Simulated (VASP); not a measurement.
Wanted: the native input for a VASP 6.6.1 run.

| Item | Value |
| --- | --- |
| Task | single point |
| Functional | PBEsol |
| Potentials or basis | VASP PAW PBE potentials, release 64 (As, B) |
| Cutoff | 520 eV |
| k mesh | 10 × 10 × 10 |
| Occupations | fermi-dirac, width 0.15 eV |
| Spin | collinear spin, ferromagnetic start |
| Starting moments | [0.5, 0.0] μB |
| Dipole correction | no |
| Further INCAR settings | ALGO = Normal; EDIFF = 1e-06; NBANDS = 15 |

The structure of BAs lies in POSCAR:

```
BAs
1.0
    0.0000000000      2.3562190158      2.3562190158
    2.3562190158      0.0000000000      2.3562190158
    2.3562190158      2.3562190158      0.0000000000
As B
1 1
Direct
    0.7500000000      0.7500000000      0.7500000000
    0.0000000000      0.0000000000      0.0000000000
```

This cell differs from its parent crystal: volume scaled by 0.96.

The input as run:

INCAR

```
SYSTEM = BAs
  ALGO = Normal
  EDIFF = 1E-6
  ENCUT = 520
  GGA = PS
  ISIF = 2
  ISMEAR = -1
  ISPIN = 2
  LASPH = .TRUE.
  LCHARG = .TRUE.
  LELF = .TRUE.
  LORBIT = 11
  LREAL = .FALSE.
  LVHAR = .TRUE.
  LWAVE = .FALSE.
  MAGMOM = 0.5 0
  NBANDS = 15
  NELM = 150
  PREC = Accurate
  SIGMA = 0.15
```

KPOINTS

```
k-points
0
G
  10 10 10
  0 0 0
```

Potentials or basis: VASP PAW PBE potentials, release 64 (As, B).

The run is started by

```console
$ cat potpaw_PBE.64/As/POTCAR potpaw_PBE.64/B/POTCAR > POTCAR
$ mpirun -np 1 vasp_std > vasp.out
```

It gave:

The pressure is 6.3 GPa. The band gap on the k mesh is 1.03 eV, indirect (least direct gap 3.29 eV) and the net moment is 0.00 μB per cell. The valence electrons inside the program's atomic spheres are As 2.97; B 1.88.

Caveat: the PAW data sets were made with another functional, which shifts forces and pressure a little.

It took 24 s on 1 thread of Intel(R) Xeon(R) Platinum 8488C (Sapphire Rapids) (shared host), peak memory 0.18 GiB.
